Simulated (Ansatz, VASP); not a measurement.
**HgTe in VASP and in Ansatz**

INCAR

```
SYSTEM = HgTe
  ALGO = Normal
  EDIFF = 1E-7
  ENCUT = 520
  GGA = PE
  ISIF = 2
  ISMEAR = -1
  LASPH = .True.
  LCHARG = .False.
  LREAL = .False.
  LWAVE = .False.
  NBANDS = 26
  NELM = 60
  PREC = Accurate
  SIGMA = 0.05
```

Contents of KPOINTS:

```
k-points
0
Gamma
  8 8 5
  0 0 0
```

File POSCAR:

```
HgTe
1.0
    4.3332260300      0.0000000000      0.0000000000
   -2.1666130150      3.7526838223      0.0000000000
    0.0000000000      0.0000000000      7.2426995918
Hg Te
2 2
Direct
    0.3333333333      0.6666666667      0.0038186897
    0.6666666667      0.3333333333      0.5038186897
    0.3333333333      0.6666666667      0.3721813103
    0.6666666667      0.3333333333      0.8721813103
```

Input for Ansatz:

```yaml
crystal:
  lattice:
    - [4.33322603, 0.0, 0.0]
    - [-2.166613015, 3.7526838223, 0.0]
    - [0.0, 0.0, 7.2426995918]
  atoms:
    - { symbol: Hg, position: [0.3333333333, 0.6666666667, 0.0038186897] }
    - { symbol: Hg, position: [0.6666666667, 0.3333333333, 0.5038186897] }
    - { symbol: Te, position: [0.3333333333, 0.6666666667, 0.3721813103] }
    - { symbol: Te, position: [0.6666666667, 0.3333333333, 0.8721813103] }
kpoints:
  mp_grid: { grid: [8, 8, 5] }
scf:
  occupations: { method: fermi_dirac, width: 0.05 }
hamiltonian:
  xc: pbe
  pseudopotentials: { kind: all_electron, lapw: { basis_error: 0.001 } }
output:
  forces: true
  stress: true
  eigenvalues: true
  populations: true
```

Change from the starting cell: volume scaled by 0.8, LAPW.

Alike in both runs: task single point; functional PBE; k mesh 8 × 8 × 5; occupations fermi-dirac, width 0.05 eV; no spin polarisation.

|  | VASP | Ansatz |
| --- | --- | --- |
| version | VASP 6.6.1 | Ansatz 0.2.0 |
| potentials or method | VASP PAW PBE potentials, release 64 (Hg, Te), cutoff 520 eV | all-electron LAPW, scalar-relativistic |

|  | VASP | Ansatz | Ansatz less VASP |
| --- | --- | --- | --- |
| pressure (GPa) | 13.6 | 13.4 | -0.16 |

Ansatz ran all-electron here, and VASP with PAW potentials.

Neither program's run includes spin-orbit coupling.
